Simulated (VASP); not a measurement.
# GaN (P6_3mc) in VASP: a series of runs

GaN is run at these levels: PBEsol; tasks: single point.

Everything below comes from runs of VASP 6.6.1. Logs are shortened: lines on timing, memory, paths and dates and some standing lists are left out, and cuts for length are marked.

### Step 1. The cell of the first run

The structure is hexagonal, space group P6_3mc (No. 186). Conventional cell: a = 3.140 Å, b = 3.140 Å, c = 5.115 Å, α = 90.00°, β = 90.00°, γ = 120.00°. Within 2.5 Å of Ga (site symmetry 3m) lie 4 N at 1.92 to 1.93 Å. Within 2.5 Å of N (site symmetry 3m) lie 4 Ga at 1.92 to 1.93 Å.

### Step 2. Single point, PBEsol (volume scaled by 0.960)

Input file INCAR:

```
SYSTEM = GaN
  ALGO = Normal
  EDIFF = 1E-6
  ENCUT = 520
  GGA = PS
  ISIF = 2
  ISMEAR = 0
  LASPH = .TRUE.
  LCHARG = .FALSE.
  LREAL = .FALSE.
  LWAVE = .FALSE.
  NBANDS = 26
  NELM = 60
  PREC = Accurate
  SIGMA = 0.05
```

Input file KPOINTS:

```
k-points
0
G
  12 12 6
  0 0 0
```

Input file POSCAR:

```
GaN
1.0
    3.1397246657      0.0000000001      0.0000000000
   -1.5698623329      2.7190813213      0.0000000000
    0.0000000000      0.0000000000      5.1153248305
Ga N
2 2
Direct
    0.3333333333      0.6666666667     -0.0008066015
    0.6666666667      0.3333333333      0.4991933985
    0.3333333333      0.6666666667      0.3758066015
    0.6666666667      0.3333333333      0.8758066015
```

Potentials or basis: VASP PAW PBE potentials, release 64 (Ga_d, N).

Command:

```sh
$ cat potpaw_PBE.64/Ga_d/POTCAR potpaw_PBE.64/N/POTCAR > POTCAR
$ mpirun -np 1 vasp_std > vasp.out
```

OUTCAR:

```text
SYSTEM = GaN
   EDIFF = 1E-6
   ENCUT = 520
   GGA = PS
   ISIF = 2
   ISMEAR = 0
   LASPH = .TRUE.
   LREAL = .FALSE.
   NELM = 60
   PREC = Accurate

 ion  position               nearest neighbor table
   1  0.333  0.667  0.999-   4 1.92   4 1.92   4 1.92   3 1.93
   2  0.667  0.333  0.499-   3 1.92   3 1.92   3 1.92   4 1.93
   3  0.333  0.667  0.376-   2 1.92   2 1.92   2 1.92   1 1.93
   4  0.667  0.333  0.876-   1 1.92   1 1.92   1 1.92   2 1.93

  LATTYP: Found a hexagonal cell.
 ALAT       =     3.1397246657
 C/A-ratio  =     1.6292272015

  Lattice vectors:

 A1 = (   3.1397246657,   0.0000000001,   0.0000000000)
 A2 = (  -1.5698623329,   2.7190813213,   0.0000000000)
 A3 = (   0.0000000000,   0.0000000000,   5.1153248305)

Analysis of symmetry for initial positions (statically):
=====================================================================
 Subroutine PRICEL returns:
 Original cell was already a primitive cell.

 Routine SETGRP: Setting up the symmetry group for a
 hexagonal supercell.

 Subroutine GETGRP returns: Found 12 space group operations
 (whereof  6 operations were pure point group operations)
 out of a pool of 24 trial point group operations.

The static configuration has the point symmetry C_3v.
 The point group associated with its full space group is C_6v.

Analysis of symmetry for dynamics (positions and initial velocities):
=====================================================================
 Subroutine PRICEL returns:
 Original cell was already a primitive cell.

 Routine SETGRP: Setting up the symmetry group for a
 hexagonal supercell.

 Subroutine GETGRP returns: Found 12 space group operations
 (whereof  6 operations were pure point group operations)
 out of a pool of 24 trial point group operations.

The dynamic configuration has the point symmetry C_3v.
 The point group associated with its full space group is C_6v.

 Subroutine INISYM returns: Found 12 space group operations
 (whereof  6 operations are pure point group operations),
 and found     1 'primitive' translations

----------------------------------------------------------------------------------------

                                     Primitive cell

  volume of cell :      43.6704

  direct lattice vectors                    reciprocal lattice vectors
     3.139724666  0.000000000  0.000000000     0.318499266  0.183885637  0.000000000
    -1.569862333  2.719081321  0.000000000    -0.000000000  0.367771273  0.000000000
     0.000000000  0.000000000  5.115324830     0.000000000  0.000000000  0.195491007

  length of vectors
     3.139724666  3.139724666  5.115324830     0.367771273  0.367771273  0.195491007

  position of ions in fractional coordinates (direct lattice)
     0.333333333  0.666666667  0.999193398
     0.666666667  0.333333333  0.499193398
     0.333333333  0.666666667  0.375806602
     0.666666667  0.333333333  0.875806602

  ion indices of the primitive-cell ions
   primitive index   ion index
                 1           1
                 2           2
                 3           3
                 4           4

----------------------------------------------------------------------------------------

 KPOINTS: k-points

Automatic generation of k-mesh.
 Grid dimensions read from file:
 generate k-points for:   12   12    6

 Generating k-lattice:

  Cartesian coordinates                     Fractional coordinates (reciprocal lattice)
     0.026541605  0.015323803  0.000000000     0.083333333  0.000000000  0.000000000
    -0.000000000  0.030647606  0.000000000     0.000000000  0.083333333  0.000000000
     0.000000000  0.000000000  0.032581834     0.000000000  0.000000000  0.166666667

  Length of vectors
     0.030647606  0.030647606  0.032581834

  Shift w.r.t. Gamma in fractional coordinates (k-lattice)
     0.000000000  0.000000000  0.000000000

 Subroutine IBZKPT returns following result:
 ===========================================

 Found     76 irreducible k-points:

 Following reciprocal coordinates:
            Coordinates               Weight
  0.000000  0.000000  0.000000      1.000000
  0.083333  0.000000  0.000000      6.000000
  0.166667  0.000000  0.000000      6.000000
  0.250000  0.000000  0.000000      6.000000
  0.333333  0.000000  0.000000      6.000000
  0.416667  0.000000  0.000000      6.000000
[... 16 lines left out ...]
  0.250000  0.000000  0.166667     12.000000
  0.333333  0.000000  0.166667     12.000000
 [... further k-points ...]
   k-points           NKPTS =     76   k-points in BZ     NKDIM =     76   number of bands    NBANDS=     26
   number of dos      NEDOS =    301   number of ions     NIONS =      4
   total plane-waves  NPLWV =  23040
   dimension x,y,z NGX =    24 NGY =   24 NGZ =   40
   dimension x,y,z NGXF=    48 NGYF=   48 NGZF=   80
   ions per type =               2   2
   NGX,Y,Z   is equivalent  to a cutoff of  12.71, 12.71, 13.00 a.u.
[... 59 lines left out ...]

 E-fermi :   5.9051     XC(G=0): -12.1493

 val. band max:        5.6924761116   @ k =   0.0000   0.0000   0.0000
 cond. band min:       7.8574161647   @ k =   0.0000   0.0000   0.0000
 fundamental gap:      2.1649400531
 Fermi energy:         5.9051492029

 k-point     1 :       0.0000    0.0000    0.0000
  band No.  band energies     occupation
      1     -10.6883      2.00000
      2      -9.5840      2.00000
      3      -7.7558      2.00000
      4      -7.7387      2.00000
      5      -7.7387      2.00000
      6      -7.6675      2.00000
[... 18 lines left out ...]
     25      17.6508      0.00000
     26      17.6508      0.00000

 k-point     2 :       0.0833    0.0000    0.0000
  band No.  band energies     occupation
      1     -10.6118      2.00000
      2      -9.5621      2.00000
      3      -7.7495      2.00000
      4      -7.7270      2.00000
      5      -7.7180      2.00000
      6      -7.6592      2.00000
[... 18 lines left out ...]
     25      17.2837      0.00000
     26      17.8156      0.00000

 k-point     3 :       0.1667    0.0000    0.0000
  band No.  band energies     occupation
      1     -10.4009      2.00000
      2      -9.5076      2.00000
      3      -7.7225      2.00000
      4      -7.6986      2.00000
      5      -7.6627      2.00000
      6      -7.6229      2.00000
[... 18 lines left out ...]
     25      17.2968      0.00000
     26      18.1885      0.00000

 k-point     4 :       0.2500    0.0000    0.0000
  band No.  band energies     occupation
      1     -10.1133      2.00000
      2      -9.4464      2.00000
      3      -7.6938      2.00000
      4      -7.6702      2.00000
      5      -7.6040      2.00000
      6      -7.5488      2.00000
[... 18 lines left out ...]
     25      17.2451      0.00000
     26      18.6795      0.00000

 k-point     5 :       0.3333    0.0000    0.0000
  band No.  band energies     occupation
      1      -9.8401      2.00000
      2      -9.4008      2.00000
      3      -7.6812      2.00000
      4      -7.6557      2.00000
      5      -7.5678      2.00000
      6      -7.4912      2.00000
[... 18 lines left out ...]
     25      17.3947      0.00000
     26      19.1711      0.00000

 k-point     6 :       0.4167    0.0000    0.0000
  band No.  band energies     occupation
      1      -9.6601      2.00000
      2      -9.3781      2.00000
      3      -7.6842      2.00000
      4      -7.6527      2.00000
      5      -7.5495      2.00000
      6      -7.4937      2.00000
[... 427 lines left out ...]
 k-point    21 :       0.0833    0.0000    0.1667
  band No.  band energies     occupation
      1     -10.5246      2.00000
      2      -9.6022      2.00000
      3      -7.7398      2.00000
      4      -7.7249      2.00000
      5      -7.7081      2.00000
      6      -7.6666      2.00000
[... 18 lines left out ...]
     25      17.1237      0.00000
     26      17.5481      0.00000

 k-point    22 :       0.1667    0.0000    0.1667
  band No.  band energies     occupation
      1     -10.3215      2.00000
      2      -9.5383      2.00000
      3      -7.7185      2.00000
      4      -7.6947      2.00000
      5      -7.6610      2.00000
      6      -7.6213      2.00000
[... 18 lines left out ...]
     25      16.8817      0.00000
     26      17.9633      0.00000

 k-point    23 :       0.2500    0.0000    0.1667
  band No.  band energies     occupation
      1     -10.0476      2.00000
      2      -9.4655      2.00000
      3      -7.6948      2.00000
      4      -7.6629      2.00000
      5      -7.6192      2.00000
      6      -7.5576      2.00000
[... 18 lines left out ...]
     25      16.9670      0.00000
     26      18.5096      0.00000

 k-point    24 :       0.3333    0.0000    0.1667
  band No.  band energies     occupation
      1      -9.7917      2.00000
      2      -9.4101      2.00000
      3      -7.6869      2.00000
      4      -7.6443      2.00000
      5      -7.5866      2.00000
      6      -7.5009      2.00000
[... 18 lines left out ...]
     25      17.1743      0.00000
     26      19.0656      0.00000

 [... further k-points ...]
[... 5 lines left out ...]
  --------------------------------------------------------------------------------------
  -------------------------------------------------------------------------------------
  Total        2.2167069      2.2167069      2.2231320      0.0000000      0.0000000      0.0000000
  in kB       81.3264602     81.3264602     81.5621846      0.0000000      0.0000000      0.0000000
  external PRESSURE =      81.4050350 kB  Pullay stress =       0.0000000 kB

 VOLUME and BASIS-vectors are now :
 -----------------------------------------------------------------------------
  energy-cutoff  :      520.00
  volume of cell :       43.67
      direct lattice vectors                 reciprocal lattice vectors
     3.139724666  0.000000000  0.000000000     0.318499266  0.183885637  0.000000000
    -1.569862333  2.719081321  0.000000000    -0.000000000  0.367771273  0.000000000
     0.000000000  0.000000000  5.115324830     0.000000000  0.000000000  0.195491007

 POSITION                                       TOTAL-FORCE (eV/Angst)
 -----------------------------------------------------------------------------------
     -0.00000      1.81272      5.11120        -0.000000     -0.000000      0.007941
      1.56986      0.90636      2.55354        -0.000000      0.000000      0.007941
     -0.00000      1.81272      1.92237        -0.000000      0.000000     -0.007941
      1.56986      0.90636      4.48004         0.000000     -0.000000     -0.007941
 -----------------------------------------------------------------------------------
    total drift:                               -0.000001     -0.000001      0.000481

  FREE ENERGIE OF THE ION-ELECTRON SYSTEM (eV)
  ---------------------------------------------------
  free  energy   TOTEN  =       -26.2242565441 eV

  energy  without entropy=      -26.2242565441  energy(sigma->0) =      -26.22425654
```

It took 62 s on 1 thread of AMD EPYC 9R45 (Zen 5), shared host; peak memory 0.17 GiB.

Results:

* Free energy: -26.2243 eV
* Pressure: 8.1 GPa
* Largest force: 0.008 eV/Å
* Band gap on the k mesh: 2.16 eV, direct

Forces in eV/Å, atoms in the order of the input:
```
Ga   0.000  0.000  0.008
Ga   0.000  0.000  0.008
N    0.000  0.000 -0.008
N    0.000  0.000 -0.008
```

Levels at points of the mesh, in eV from the valence-band top:
| k point | band 15 | band 16 | band 17 | band 18 | band 19 | band 20 | band 21 | band 22 |
| --- | --- | --- | --- | --- | --- | --- | --- | --- |
| (0.00, 0.00, 0.00) | -1.10 | -0.05 | 0.00 | 0.00 | 2.16 | 4.48 | 9.35 | 10.05 |
| (0.50, 0.00, 0.00) | -4.46 | -2.93 | -2.38 | -1.07 | 5.06 | 5.73 | 6.08 | 8.91 |
| (0.00, 0.00, 0.50) | -0.56 | -0.56 | -0.56 | -0.56 | 4.48 | 4.48 | 8.60 | 8.60 |
| (0.50, 0.00, 0.50) | -2.08 | -2.08 | -2.01 | -2.01 | 4.43 | 4.43 | 7.96 | 7.96 |

Caveat: the PAW data sets were made with another functional, which shifts forces and pressure a little.

### Step 3. Single point, PBEsol (volume scaled by 0.980)

Input file INCAR:

```
SYSTEM = GaN
ALGO     = Normal         ! electronic algorithm
EDIFF    = 1E-6           ! SCF threshold, eV
ENCUT    = 520            ! plane-wave cutoff, eV
GGA      = PS             ! functional
ISIF     = 2              ! what is computed and relaxed
ISMEAR   = 0              ! smearing method
LASPH    = .True.         ! aspherical terms in the spheres
LCHARG   = .True.         ! write CHGCAR
LELF     = .True.         ! ELF
LREAL    = .False.        ! projectors in reciprocal space
LVHAR    = .True.       
LWAVE    = .False.        ! write WAVECAR
NBANDS   = 26             ! bands
NELM     = 60             ! most SCF steps
PREC     = Accurate       ! precision mode
SIGMA    = 0.05           ! smearing width, eV
```

Input file KPOINTS:

```
k-points
0
Gamma
  12 12 6
  0 0 0
```

Input file POSCAR:

```
GaN
1.0
    3.1613786235      0.0000000001      0.0000000000
   -1.5806893118      2.7378341989      0.0000000000
    0.0000000000      0.0000000000      5.1506040476
Ga N
2 2
Direct
    0.3333333333      0.6666666667     -0.0008066015
    0.6666666667      0.3333333333      0.4991933985
    0.3333333333      0.6666666667      0.3758066015
    0.6666666667      0.3333333333      0.8758066015
```

Potentials or basis: VASP PAW PBE potentials, release 64 (Ga_d, N).

Command:

```sh
$ cat potpaw_PBE.64/Ga_d/POTCAR potpaw_PBE.64/N/POTCAR > POTCAR
$ mpirun -np 1 vasp_std > vasp.out
```

Run time: 53 s. Hardware: 1 thread of AMD EPYC 9R45 (Zen 5), shared host; peak memory 0.18 GiB.

The run converged. Its results:

- Free energy: -26.2583 eV
- Pressure: 3.8 GPa
- Largest force: 0.004 eV/Å
- Band gap on the k mesh: 2.03 eV, direct

Forces on the atoms (eV/Å):
```
Ga   0.000  0.000  0.004
Ga   0.000  0.000  0.004
N    0.000  0.000 -0.004
N    0.000  0.000 -0.004
```

Levels at points of the mesh, in eV from the valence-band top:
```tsv
k point	band 14	band 15	band 16	band 17	band 18	band 19	band 20	band 21	band 22	band 23
(0.00, 0.00, 0.00)	-1.07	-1.07	-0.05	0.00	0.00	2.03	4.34	9.23	9.93	9.93
(0.50, 0.00, 0.00)	-5.42	-4.36	-2.86	-2.32	-1.04	5.00	5.63	6.01	8.74	10.41
(0.00, 0.00, 0.50)	-3.92	-0.55	-0.55	-0.55	-0.55	4.35	4.35	8.49	8.49	10.45
(0.50, 0.00, 0.50)	-6.79	-2.02	-2.02	-1.97	-1.97	4.36	4.36	7.83	7.83	10.01
```

Caveat: the PAW data sets were made with another functional, which shifts forces and pressure a little.

### Step 4. Single point, PBEsol (volume scaled by 1.020)

Input file INCAR:

```
SYSTEM = GaN
ALGO = Normal
EDIFF = 1E-6
ENCUT = 520
GGA = PS
ISIF = 2
ISMEAR = 0
LASPH = .TRUE.
LCHARG = .TRUE.
LELF = .TRUE.
LREAL = .FALSE.
LVHAR = .TRUE.
LWAVE = .FALSE.
NBANDS = 26
NELM = 100
PREC = Accurate
SIGMA = 0.05
```

Input file KPOINTS:

```
k-points
0
G
  12 12 6
  0 0 0
```

Input file POSCAR:

```
GaN
1.0
    3.2038183001      0.0000000001      0.0000000000
   -1.6019091501      2.7745880370      0.0000000000
    0.0000000000      0.0000000000      5.2197479231
Ga N
2 2
Direct
    0.3333333333      0.6666666667     -0.0008066015
    0.6666666667      0.3333333333      0.4991933985
    0.3333333333      0.6666666667      0.3758066015
    0.6666666667      0.3333333333      0.8758066015
```

Command:

```sh
$ cat potpaw_PBE.64/Ga_d/POTCAR potpaw_PBE.64/N/POTCAR > POTCAR
$ mpirun -np 1 vasp_std > vasp.out
```

Wall time 66 s (1 thread of AMD EPYC 9R45 (Zen 5), shared host); peak memory 0.18 GiB.

The run converged. Its results:

```yaml
Free_energy: -26.2576 eV
Pressure: -3.8 GPa
Largest_force: 0.005 eV/Å
Band_gap_on_the_k_mesh: 1.76 eV, direct
```

Forces in eV/Å, atoms in the order of the input:
```
Ga   0.000  0.000 -0.005
Ga   0.000  0.000 -0.005
N    0.000  0.000  0.005
N    0.000  0.000  0.005
```

Stress tensor (GPa, compression positive):
```
-3.80  0.00  0.00
 0.00 -3.80  0.00
 0.00  0.00 -3.72
```

Levels at points of the mesh, in eV from the valence-band top:
| k point | band 14 | band 15 | band 16 | band 17 | band 18 | band 19 | band 20 | band 21 | band 22 | band 23 |
| --- | --- | --- | --- | --- | --- | --- | --- | --- | --- | --- |
| (0.00, 0.00, 0.00) | -1.02 | -1.02 | -0.04 | 0.00 | 0.00 | 1.76 | 4.08 | 9.00 | 9.71 | 9.71 |
| (0.50, 0.00, 0.00) | -5.28 | -4.18 | -2.72 | -2.20 | -0.99 | 4.89 | 5.40 | 5.90 | 8.41 | 10.15 |
| (0.00, 0.00, 0.50) | -3.85 | -0.53 | -0.53 | -0.53 | -0.53 | 4.09 | 4.09 | 8.28 | 8.28 | 10.22 |
| (0.50, 0.00, 0.50) | -6.58 | -1.92 | -1.92 | -1.88 | -1.88 | 4.24 | 4.24 | 7.58 | 7.58 | 9.76 |

Caveat: the PAW data sets were made with another functional, which shifts forces and pressure a little.

### Step 5. Single point, PBEsol (volume scaled by 1.040)

Input file INCAR:

```
SYSTEM = GaN
  PREC = Accurate
  ENCUT = 520
  EDIFF = 1E-6
  ISMEAR = 0
  SIGMA = 0.05
  LREAL = .False.
  LASPH = .True.
  NELM = 80
  ALGO = Normal
  ISIF = 2
  LWAVE = .False.
  LCHARG = .True.
  GGA = PS
  LELF = .True.
  LVHAR = .True.
  NBANDS = 26
```

Input file KPOINTS:

```
regular mesh
0
Gamma
  12 12 6
  0 0 0
```

Input file POSCAR:

```
GaN
1.0
    3.2246228980      0.0000000001      0.0000000000
   -1.6123114491      2.7926053472      0.0000000000
    0.0000000000      0.0000000000      5.2536433399
Ga N
2 2
Direct
    0.3333333333      0.6666666667     -0.0008066015
    0.6666666667      0.3333333333      0.4991933985
    0.3333333333      0.6666666667      0.3758066015
    0.6666666667      0.3333333333      0.8758066015
```

Command:

```sh
$ cat potpaw_PBE.64/Ga_d/POTCAR potpaw_PBE.64/N/POTCAR > POTCAR
$ mpirun -np 1 vasp_std > vasp.out
```

Wall time 64 s (1 thread of AMD EPYC 9R45 (Zen 5), shared host); peak memory 0.18 GiB.

It converged, with:

| Quantity | Value |
| --- | --- |
| Free energy | -26.2275 eV |
| Pressure | -7.0 GPa |
| Largest force | 0.008 eV/Å |
| Band gap on the k mesh | 1.63 eV, direct |

Forces in eV/Å, atoms in the order of the input:
```
Ga   0.000  0.000 -0.008
Ga   0.000  0.000 -0.008
N    0.000  0.000  0.008
N    0.000  0.000  0.008
```

Stress tensor (GPa, compression positive):
```
-6.99  0.00  0.00
 0.00 -6.99  0.00
 0.00  0.00 -6.90
```

Levels at points of the mesh, in eV from the valence-band top:
```csv
k point,band 14,band 15,band 16,band 17,band 18,band 19,band 20,band 21,band 22,band 23
"(0.00, 0.00, 0.00)",-1.00,-1.00,-0.04,0.00,0.00,1.63,3.96,8.89,9.60,9.60
"(0.50, 0.00, 0.00)",-5.21,-4.09,-2.65,-2.14,-0.97,4.83,5.27,5.85,8.25,10.03
"(0.00, 0.00, 0.50)",-3.81,-0.51,-0.51,-0.51,-0.51,3.97,3.97,8.18,8.18,10.11
"(0.50, 0.00, 0.50)",-6.48,-1.88,-1.88,-1.84,-1.84,4.18,4.18,7.46,7.46,9.65
```

Caveat: the PAW data sets were made with another functional, which shifts forces and pressure a little.

### Step 6. The runs side by side

| cell | gap on the mesh (eV) | pressure (GPa) | largest force (eV/Å) |
| --- | --- | --- | --- |
| a = 3.140, b = 3.140, c = 5.115 Å, angles 90.0, 90.0, 120.0°, 4 atoms | 2.16 | 8.1 | 0.01 |
| a = 3.161, b = 3.161, c = 5.151 Å, angles 90.0, 90.0, 120.0°, 4 atoms | 2.03 | 3.8 | - |
| a = 3.204, b = 3.204, c = 5.220 Å, angles 90.0, 90.0, 120.0°, 4 atoms | 1.76 | -3.8 | - |
| a = 3.225, b = 3.225, c = 5.254 Å, angles 90.0, 90.0, 120.0°, 4 atoms | 1.63 | -7.0 | 0.01 |

Alike in all rows: task single point; level PBEsol; potentials or basis VASP PAW PBE potentials, release 64 (Ga_d, N); no spin polarisation; k mesh 12 × 12 × 6; cutoff (eV) 520; smearing gaussian 0.05 eV.

Caveats: the PAW data sets were made with another functional, which shifts forces and pressure a little.

Absolute energies hang on the potentials; compare differences alone.
